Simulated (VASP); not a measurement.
# Rh (P6_3/mmc) in VASP: notebook

Runs on Rh. Level: PBE. Tasks: single point.

All numbers are computed with VASP 6.6.1; they aren't measurements. Logs are shortened: lines on timing, memory, paths and dates and some standing lists are left out, and cuts for length are marked.

## Step 1: The cell of the first run

It takes space group P6_3/mmc (No. 194, hexagonal). The conventional cell has a = 2.550 Å, b = 2.550 Å, c = 4.104 Å, α = 90.00°, β = 90.00°, γ = 120.00°. Within 3.3 Å of Rh (site symmetry -6m2) lie 12 Rh at 2.53 to 2.55 Å.

This isn't the form of Rh at room conditions, which is fcc.

## Step 2: Single point, PBE, collinear spin, ferromagnetic start (11.56 Å³/atom)

File INCAR:

```
PREC     = Accurate       # precision mode
ENCUT    = 500            # plane-wave cutoff, eV
EDIFF    = 1E-6           # SCF threshold, eV
ISMEAR   = 0              # smearing method
SIGMA    = 0.15           # smearing width, eV
LREAL    = False          # projectors in reciprocal space
LASPH    = True           # aspherical terms in the spheres
NELM     = 200            # most SCF steps
ALGO     = Normal         # electronic algorithm
ISIF     = 2              # what is computed and relaxed
LWAVE    = False          # write WAVECAR
LCHARG   = True           # write CHGCAR
ISPIN    = 2              # spin polarisation
MAGMOM   = 1 1            # initial moments
LORBIT   = 11             # projections on sites
NUPDOWN  = 2.0            # fixed moment
LMAXMIX  = 4              # l up to which the mixer works
GGA      = PE             # functional
LELF     = True           # ELF
LVHAR    = True         
NBANDS   = 26             # bands
GGA_COMPAT= False
```

File KPOINTS:

```
regular mesh
0
Gamma
  21 21 12
```

File POSCAR:

```
Rh
1.0
    2.5504655491      0.0000000000      0.0000000000
   -1.2752327746      2.2087679570      0.0000000000
    0.0000000000      0.0000000000      4.1044582456
Rh
2
Direct
    0.6666666667      0.3333333333      0.7500000000
    0.3333333333      0.6666666667      0.2500000000
```

Potentials or basis: VASP PAW PBE potentials, release 64 (Rh_pv).

The run is started by

```sh
$ cat potpaw_PBE.64/Rh_pv/POTCAR > POTCAR
$ mpirun -np 1 vasp_std > vasp.out
```

OUTCAR:

```text
PREC = Accurate
   ENCUT = 500
   EDIFF = 1E-6
   ISMEAR = 0
   LREAL = False
   LASPH = True
   NELM = 200
   ISIF = 2
   ISPIN = 2
   LORBIT = 11
   NUPDOWN = 2.0
   GGA = PE

 ion  position               nearest neighbor table
   1  0.667  0.333  0.750-   2 2.53   2 2.53   2 2.53   2 2.53   2 2.53   2 2.53
   2  0.333  0.667  0.250-   1 2.53   1 2.53   1 2.53   1 2.53   1 2.53   1 2.53

  LATTYP: Found a hexagonal cell.
 ALAT       =     2.5504655491
 C/A-ratio  =     1.6092976622

  Lattice vectors:

 A1 = (   2.5504655491,   0.0000000000,   0.0000000000)
 A2 = (  -1.2752327746,   2.2087679570,   0.0000000000)
 A3 = (   0.0000000000,   0.0000000000,   4.1044582456)

Analysis of symmetry for initial positions (statically):
=====================================================================
 Subroutine PRICEL returns:
 Original cell was already a primitive cell.

 Routine SETGRP: Setting up the symmetry group for a
 hexagonal supercell.

 Subroutine GETGRP returns: Found 24 space group operations
 (whereof 12 operations were pure point group operations)
 out of a pool of 24 trial point group operations.

The static configuration has the point symmetry D_3d.
 The point group associated with its full space group is D_6h.

Analysis of symmetry for dynamics (positions and initial velocities):
=====================================================================
 Subroutine PRICEL returns:
 Original cell was already a primitive cell.

 Routine SETGRP: Setting up the symmetry group for a
 hexagonal supercell.

 Subroutine GETGRP returns: Found 24 space group operations
 (whereof 12 operations were pure point group operations)
 out of a pool of 24 trial point group operations.

The dynamic configuration has the point symmetry D_3d.
 The point group associated with its full space group is D_6h.

Analysis of structural, dynamic, and magnetic symmetry:
=====================================================================
 Subroutine PRICEL returns:
 Original cell was already a primitive cell.

 Routine SETGRP: Setting up the symmetry group for a
 hexagonal supercell.

 Subroutine GETGRP returns: Found 24 space group operations
 (whereof 12 operations were pure point group operations)
 out of a pool of 24 trial point group operations.

The overall configuration has the point symmetry D_3d.
 The point group associated with its full space group is D_6h.

 Subroutine INISYM returns: Found 24 space group operations
[... 117 lines left out ...]
     AMIX_MAG =   1.60;   BMIX_MAG =  1.00
  volume/ion in A,a.u.               =      11.56        78.02
  Fermi-wavevector in a.u.,A,eV,Ry     =   1.785556  3.374211 43.378229  3.188210
  Thomas-Fermi vector in A             =   2.849316
   LORBIT       =     11    0 simple, 1 ext, 2 COOP (PROOUT), +10 PAW based schemes
   GGA     = PE    functional components
   LHFCALC =     F    Hartree Fock is set to
   AEXX    =    0.0000 exact exchange contribution
   IVDW    =     0    specifies the selected vdW correction
   LEPSILON=     F    determine dielectric tensor
   LRPA    =     F    only Hartree local field effects (RPA)
 spin polarized calculation
 Gauss-broadening in eV      SIGMA  =   0.15
  energy-cutoff  :      500.00
  volume of cell :       23.12
 maximum number of plane-waves:       602
 NGX is ok and might be reduce to    20
   NGX =  9   NGY =  9   NGZ = 15

 number of electron      30.0000010 magnetization       2.0000001

 Free energy of the ion-electron system (eV)
  ---------------------------------------------------
  ext. energy  EPLUGINS =         0.00000000
  ---------------------------------------------------
  free energy    TOTEN  =       -12.90790034 eV

  energy without entropy =      -12.87900953  energy(sigma->0) =      -12.89345494

 E-fermi :  14.8361     XC(G=0): -15.1661

 val. band max:       15.8217458222   @ k =   0.4286  -0.0000   0.4167
 cond. band min:      14.8399505561   @ k =   0.2857   0.1905   0.1667
 fundamental gap:     -0.9817952662
 Fermi energy:        15.8225249689

 spin component 1

 k-point     1 :       0.0000    0.0000    0.0000
  band No.  band energies     occupation
      1     -32.9427      1.00000
      2     -31.8059      1.00000
      3     -31.8059      1.00000
      4     -31.6165      1.00000
      5     -31.6165      1.00000
      6     -31.5916      1.00000
[... 685 lines left out ...]
     25      35.7949      0.00000
     26      37.0383      0.00000

 [... further k-points ...]

 spin component 2

 k-point     1 :       0.0000    0.0000    0.0000
  band No.  band energies     occupation
      1     -32.1261      1.00000
      2     -30.9795      1.00000
      3     -30.9795      1.00000
      4     -30.7873      1.00000
      5     -30.7873      1.00000
      6     -30.7478      1.00000
[... 685 lines left out ...]
     25      36.2467      0.00000
     26      37.2765      0.00000

 [... further k-points ...]

------------------------ aborting loop because EDIFF is reached ----------------------------------------

  FORCE on cell =-STRESS in cart. coord.  units (eV):
  Direction    XX          YY          ZZ          XY          YZ          ZX
  --------------------------------------------------------------------------------------
  -------------------------------------------------------------------------------------
  Total       13.3583407     13.3583407     13.9418845     -0.0000000      0.0000000      0.0000000
  in kB      925.6305979    925.6305979    966.0657100     -0.0000000      0.0000000      0.0000000
  external PRESSURE =     939.1089686 kB  Pullay stress =       0.0000000 kB

 VOLUME and BASIS-vectors are now :
 -----------------------------------------------------------------------------
  energy-cutoff  :      500.00
  volume of cell :       23.12
      direct lattice vectors                 reciprocal lattice vectors
     2.550465549  0.000000000  0.000000000     0.392085280  0.226370542  0.000000000
    -1.275232775  2.208767957  0.000000000     0.000000000  0.452741084  0.000000000
     0.000000000  0.000000000  4.104458246     0.000000000  0.000000000  0.243637513

 POSITION                                       TOTAL-FORCE (eV/Angst)
 -----------------------------------------------------------------------------------
      1.27523      0.73626      3.07834        -0.000000      0.000000      0.000000
     -0.00000      1.47251      1.02611         0.000000     -0.000000      0.000000
 -----------------------------------------------------------------------------------
    total drift:                               -0.000000      0.000000     -0.000000

  FREE ENERGIE OF THE ION-ELECTRON SYSTEM (eV)
  ---------------------------------------------------
  free  energy   TOTEN  =       -12.9079003430 eV

  energy  without entropy=      -12.8790095345  energy(sigma->0) =      -12.89345494

 total charge

# of ion       s       p       d       tot
------------------------------------------
    1        0.494   6.428   7.269  14.190
    2        0.494   6.428   7.269  14.190
--------------------------------------------------
tot          0.987  12.856  14.537  28.380

 magnetization (x)

# of ion       s       p       d       tot
------------------------------------------
    1        0.001   0.007   0.975   0.982
    2        0.001   0.007   0.975   0.982
--------------------------------------------------
tot          0.002   0.013   1.950   1.965
```

Wall time 6.3 min (1 thread of Oxide Virtual Turin-like, shared host); peak memory 0.3 GiB.

Results:

* Free energy: -12.9079 eV
* Pressure: 93.9 GPa
* Net moment: 2.00 μB per cell
* Site moments: Rh +0.98 μB
* Valence electrons inside the program's atomic spheres: Rh 14.19

Caveat: the cell stands under pressure; the total moment is fixed, so each spin has its own Fermi level and the state may be an excited one.

## Step 3: Single point, PBE, collinear spin, ferromagnetic start (14.94 Å³/atom)

This run uses another cell than the first one, of 14.94 Å³/atom.

File INCAR:

```
PREC = Accurate ; ENCUT = 500
EDIFF = 1E-6 ; ISMEAR = 0
SIGMA = 0.15 ; LREAL = False
LASPH = True ; NELM = 200
ALGO = Normal ; ISIF = 2
LWAVE = False ; LCHARG = False
ISPIN = 2 ; MAGMOM = 0.5 0.5
LORBIT = 11 ; NUPDOWN = 1.0
LMAXMIX = 4 ; GGA = PE
NBANDS = 26 ; GGA_COMPAT = False
```

File KPOINTS:

```
Automatic mesh
0
Gamma
  21 21 12
```

File POSCAR:

```
Rh
1.0
    2.7782838484      0.0000000000      0.0000000000
   -1.3891419242      2.4060643917      0.0000000000
    0.0000000000      0.0000000000      4.4710857021
Rh
2
Direct
    0.6666666667      0.3333333333      0.7500000000
    0.3333333333      0.6666666667      0.2500000000
```

Potentials or basis: VASP PAW PBE potentials, release 64 (Rh_pv).

The run is started by

```sh
$ cat potpaw_PBE.64/Rh_pv/POTCAR > POTCAR
$ mpirun -np 1 vasp_std > vasp.out
```

OUTCAR:

```text
PREC = Accurate
   ENCUT = 500
   EDIFF = 1E-6
   ISMEAR = 0
   LREAL = False
   LASPH = True
   NELM = 200
   ISIF = 2
   ISPIN = 2
   LORBIT = 11
   NUPDOWN = 1.0
   GGA = PE

 ion  position               nearest neighbor table
   1  0.667  0.333  0.750-   2 2.75   2 2.75   2 2.75   2 2.75   2 2.75   2 2.75
   2  0.333  0.667  0.250-   1 2.75   1 2.75   1 2.75   1 2.75   1 2.75   1 2.75

  LATTYP: Found a hexagonal cell.
 ALAT       =     2.7782838484
 C/A-ratio  =     1.6092976622

  Lattice vectors:

 A1 = (   2.7782838484,   0.0000000000,   0.0000000000)
 A2 = (  -1.3891419242,   2.4060643917,   0.0000000000)
 A3 = (   0.0000000000,   0.0000000000,   4.4710857021)

Analysis of symmetry for initial positions (statically):
=====================================================================
 Subroutine PRICEL returns:
 Original cell was already a primitive cell.

 Routine SETGRP: Setting up the symmetry group for a
 hexagonal supercell.

 Subroutine GETGRP returns: Found 24 space group operations
 (whereof 12 operations were pure point group operations)
 out of a pool of 24 trial point group operations.

The static configuration has the point symmetry D_3d.
 The point group associated with its full space group is D_6h.

Analysis of symmetry for dynamics (positions and initial velocities):
=====================================================================
 Subroutine PRICEL returns:
 Original cell was already a primitive cell.

 Routine SETGRP: Setting up the symmetry group for a
 hexagonal supercell.

 Subroutine GETGRP returns: Found 24 space group operations
 (whereof 12 operations were pure point group operations)
 out of a pool of 24 trial point group operations.

The dynamic configuration has the point symmetry D_3d.
 The point group associated with its full space group is D_6h.

Analysis of structural, dynamic, and magnetic symmetry:
[... 153 lines left out ...]
  ---------------------------------------------------
  ext. energy  EPLUGINS =         0.00000000
  ---------------------------------------------------
  free energy    TOTEN  =       -14.35712774 eV

  energy without entropy =      -14.31189008  energy(sigma->0) =      -14.33450891

 E-fermi :  10.4217     XC(G=0): -13.4963

 val. band max:       10.5609713795   @ k =   0.1429   0.1429   0.2500
 cond. band min:      10.4287985013   @ k =   0.2381   0.0476   0.5000
 fundamental gap:     -0.1321728782
 Fermi energy:        10.5614541019

 spin component 1

 k-point     1 :       0.0000    0.0000    0.0000
  band No.  band energies     occupation
      1     -36.5456      1.00000
      2     -36.0500      1.00000
      3     -36.0500      1.00000
      4     -35.9817      1.00000
      5     -35.9667      1.00000
      6     -35.9667      1.00000
[... 685 lines left out ...]
     25      30.9530      0.00000
     26      31.0991      0.00000

 [... further k-points ...]

 spin component 2

 k-point     1 :       0.0000    0.0000    0.0000
  band No.  band energies     occupation
      1     -36.1221      1.00000
      2     -35.6391      1.00000
      3     -35.6391      1.00000
      4     -35.5549      1.00000
      5     -35.5549      1.00000
      6     -35.5505      1.00000
[... 685 lines left out ...]
     25      31.5907      0.00000
     26      31.7172      0.00000

 [... further k-points ...]

------------------------ aborting loop because EDIFF is reached ----------------------------------------

  FORCE on cell =-STRESS in cart. coord.  units (eV):
  Direction    XX          YY          ZZ          XY          YZ          ZX
  --------------------------------------------------------------------------------------
  -------------------------------------------------------------------------------------
  Total       -2.0901930     -2.0901930     -2.1384718     -0.0000000     -0.0000000      0.0000000
  in kB     -112.0469697   -112.0469697   -114.6350071     -0.0000000     -0.0000000      0.0000000
  external PRESSURE =    -112.9096489 kB  Pullay stress =       0.0000000 kB

 VOLUME and BASIS-vectors are now :
 -----------------------------------------------------------------------------
  energy-cutoff  :      500.00
  volume of cell :       29.89
      direct lattice vectors                 reciprocal lattice vectors
     2.778283848  0.000000000  0.000000000     0.359934425  0.207808237  0.000000000
    -1.389141924  2.406064392  0.000000000     0.000000000  0.415616475  0.000000000
     0.000000000  0.000000000  4.471085702     0.000000000  0.000000000  0.223659323

 POSITION                                       TOTAL-FORCE (eV/Angst)
 -----------------------------------------------------------------------------------
      1.38914      0.80202      3.35331         0.000000     -0.000000      0.000000
     -0.00000      1.60404      1.11777        -0.000000      0.000000      0.000000
 -----------------------------------------------------------------------------------
    total drift:                               -0.000000      0.000000     -0.000000

  FREE ENERGIE OF THE ION-ELECTRON SYSTEM (eV)
  ---------------------------------------------------
  free  energy   TOTEN  =       -14.3571277398 eV

  energy  without entropy=      -14.3118900802  energy(sigma->0) =      -14.33450891

 total charge

# of ion       s       p       d       tot
------------------------------------------
    1        0.376   6.250   7.025  13.652
    2        0.376   6.250   7.025  13.652
--------------------------------------------------
tot          0.752  12.500  14.050  27.303

 magnetization (x)

# of ion       s       p       d       tot
------------------------------------------
    1       -0.001  -0.003   0.507   0.503
    2       -0.001  -0.003   0.507   0.503
--------------------------------------------------
tot         -0.002  -0.005   1.015   1.007
```

OSZICAR:

```text
N       E                     dE             d eps       ncg     rms          rms(c)
DAV:   1     0.328626860864E+03    0.32863E+03   -0.17582E+04 35112   0.126E+03
DAV:   2    -0.692982784912E+01   -0.33556E+03   -0.32139E+03 36224   0.411E+02
DAV:   3    -0.152577968827E+02   -0.83280E+01   -0.82543E+01 39904   0.719E+01
DAV:   4    -0.153123214286E+02   -0.54525E-01   -0.54507E-01 39386   0.585E+00
DAV:   5    -0.153131010134E+02   -0.77958E-03   -0.77945E-03 41654   0.726E-01    0.120E+01
DAV:   6    -0.143788532365E+02    0.93425E+00   -0.17729E+00 37274   0.136E+01    0.407E+00
DAV:   7    -0.143616521587E+02    0.17201E-01   -0.61737E-02 42126   0.154E+00    0.209E+00
DAV:   8    -0.143545693468E+02    0.70828E-02   -0.85026E-03 39066   0.842E-01    0.660E-01
DAV:   9    -0.143571450392E+02   -0.25757E-02   -0.81233E-04 42628   0.300E-01    0.981E-02
DAV:  10    -0.143571299961E+02    0.15043E-04   -0.66464E-05 38644   0.694E-02    0.196E-02
DAV:  11    -0.143571265858E+02    0.34104E-05   -0.38957E-06 41472   0.188E-02    0.112E-02
DAV:  12    -0.143571276802E+02   -0.10944E-05   -0.12533E-06 30792   0.994E-03    0.132E-03
DAV:  13    -0.143571277398E+02   -0.59532E-07   -0.77545E-08 21868   0.260E-03
   1 F= -.14357128E+02 E0= -.14334509E+02  d E =-.452377E-01  mag=     1.0000
```

Wall time 6.9 min (1 thread of Oxide Virtual Turin-like, shared host); peak memory 0.37 GiB.

What came out:

```
Free energy                                           : -14.3571 eV
Pressure                                              : -11.3 GPa
Net moment                                            : 1.00 μB per cell
Site moments                                          : Rh +0.50 μB
Valence electrons inside the program's atomic spheres : Rh 13.65
```

Caveat: the cell stands under tension; the total moment is fixed, so each spin has its own Fermi level and the state may be an excited one.
